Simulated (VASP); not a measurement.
Set up this calculation in VASP 6.6.1, as the native input.

| Item | Value |
| --- | --- |
| Task | relaxation of cell and atoms |
| Functional | PBE |
| Potentials or basis | VASP PAW PBE potentials, release 64 (B, As, In_d) |
| Cutoff | 600 eV |
| k mesh | 6 × 6 × 6 |
| Occupations | fermi-dirac, width 0.02 eV |
| Spin | no spin polarisation |
| Dipole correction | no |
| Further INCAR settings | ALGO = Normal; EDIFF = 1e-06; IBRION = 2; EDIFFG = -0.005; NSW = 80; ISIF = 3 |

The structure of InB3As4 lies in POSCAR:

```
InB3As4
1.0
    4.9803388921      0.0000000000      0.0000000000
    0.0000000000      4.9803388921      0.0000000000
    0.0000000000      0.0000000000      4.9803388921
B As In
3 4 1
Direct
    0.5000000000      0.0000000000      0.0000000000
    0.0000000000      0.5000000000      0.0000000000
    0.0000000000      0.0000000000      0.5000000000
    0.7500000000      0.2500000000      0.2500000000
    0.2500000000      0.7500000000      0.2500000000
    0.2500000000      0.2500000000      0.7500000000
    0.7500000000      0.7500000000      0.7500000000
    0.5000000000      0.5000000000      0.5000000000
```

One way to write it, as run:

INCAR

```
SYSTEM = InB3As4
PREC     = Accurate       ! precision mode
ENCUT    = 600            ! plane-wave cutoff, eV
EDIFF    = 1E-6           ! SCF threshold, eV
ISMEAR   = -1             ! smearing method
SIGMA    = 0.02           ! smearing width, eV
LREAL    = .False.        ! projectors in reciprocal space
LASPH    = .True.         ! aspherical terms in the spheres
NELM     = 80             ! most SCF steps
ALGO     = Normal         ! electronic algorithm
ISIF     = 3              ! what is computed and relaxed
LWAVE    = .False.        ! write WAVECAR
LCHARG   = .False.        ! write CHGCAR
GGA      = PE             ! functional
IBRION   = 2              ! ionic algorithm
NSW      = 80             ! ionic steps
EDIFFG   = -0.005         ! ionic threshold
```

KPOINTS

```
Automatic mesh
0
Gamma
  6 6 6
  0 0 0
```

Potentials or basis: VASP PAW PBE potentials, release 64 (B, As, In_d).

Launch:

```console
$ cat potpaw_PBE.64/B/POTCAR potpaw_PBE.64/As/POTCAR potpaw_PBE.64/In_d/POTCAR > POTCAR
$ mpirun -np 1 vasp_std > vasp.out
```

It gave:

- Relaxed volume: 17.51 Å³/atom
- Relaxed cell: a = 5.193 Å, b = 5.193 Å, c = 5.193 Å, α = 90.00°, β = 90.00°, γ = 90.00°
- Space group after relaxing (to 0.05 Å): P-43m (No. 215)
- Energy gained by relaxing: 539.7 meV/atom
- Ionic steps: 9
- Pressure after relaxing: 0.0 GPa
- Band gap on the k mesh: zero (filled and empty bands touch)

Caveat: spin-orbit coupling is left out, which moves the levels of the heavy elements.

Run time: 3.4 min on 1 thread of AMD EPYC 9R45 96-Core Processor (Zen 5) (shared host), peak memory 0.27 GiB.
